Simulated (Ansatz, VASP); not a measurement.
Sn in VASP and in Ansatz

Contents of INCAR:

```
  PREC = Accurate
  ENCUT = 520
  EDIFF = 1E-6
  ISMEAR = 0
  SIGMA = 0.15
  LREAL = False
  LASPH = True
  NELM = 80
  ALGO = Fast
  ISIF = 2
  LWAVE = False
  LCHARG = True
  GGA = PS
  LELF = True
  LVHAR = True
  NBANDS = 21
```

KPOINTS

```
regular mesh
0
Gamma
  20 20 12
```

File POSCAR:

```
Sn
1.0
   -1.8723950223      1.8723950223      1.8723950223
    1.8723950223     -1.8723950223      1.8723950223
    3.7447900446      3.7447900446      0.0000000000
Sn
2
Direct
    0.0534075336      0.0534075336      0.0000000000
    0.4465924664      0.4465924664      0.5000000000
```

Input for Ansatz:

```yaml
crystal:
  lattice:
    - [-1.8723950223, 1.8723950223, 1.8723950223]
    - [1.8723950223, -1.8723950223, 1.8723950223]
    - [3.7447900446, 3.7447900446, 0.0]
  atoms:
    - { symbol: Sn, position: [0.0534075336, 0.0534075336, 0.0] }
    - { symbol: Sn, position: [0.4465924664, 0.4465924664, 0.5] }
basis:
  ecutwfc: 420
kpoints:
  mp_grid: { grid: [20, 20, 12] }
hamiltonian:
  xc: pbesol
scf:
  occupations: { method: gaussian, width: 0.15 }
output:
  forces: true
  stress: true
  eigenvalues: true
```

Change from the starting cell: mode 5 (36.0 1/cm) frozen in, largest displacement -0.200 Å.

Alike in both runs: task single point; functional PBEsol; k mesh 20 × 20 × 12; occupations gaussian, width 0.15 eV; no spin polarisation.

```csv
,VASP,Ansatz
version,VASP 6.6.1,Ansatz 0.2.0
potentials or method,"VASP PAW PBE potentials, release 64 (Sn_d), cutoff 520 eV","scalar-relativistic, plane waves, PAW"
valence electrons in the cell,28,28
```

|  | VASP | Ansatz | Ansatz less VASP |
| --- | --- | --- | --- |
| gap on the k mesh at the Fermi level (eV) | none | none | - |
| pressure (GPa) | 0.3 | 0.3 | +0.02 |
| traceless stress, the component that is largest in VASP (GPa) | 1.30 | 1.29 | -0.004 |
| rms of the force components (eV/Å) | 0.094 | 0.094 | -0.0002 |

VASP's potentials were made for PBE, not for PBEsol. Atom by atom the forces differ by 0.000 eV/Å (rms over components). A gap of «none» marks a metal or a gap that the smearing closes.
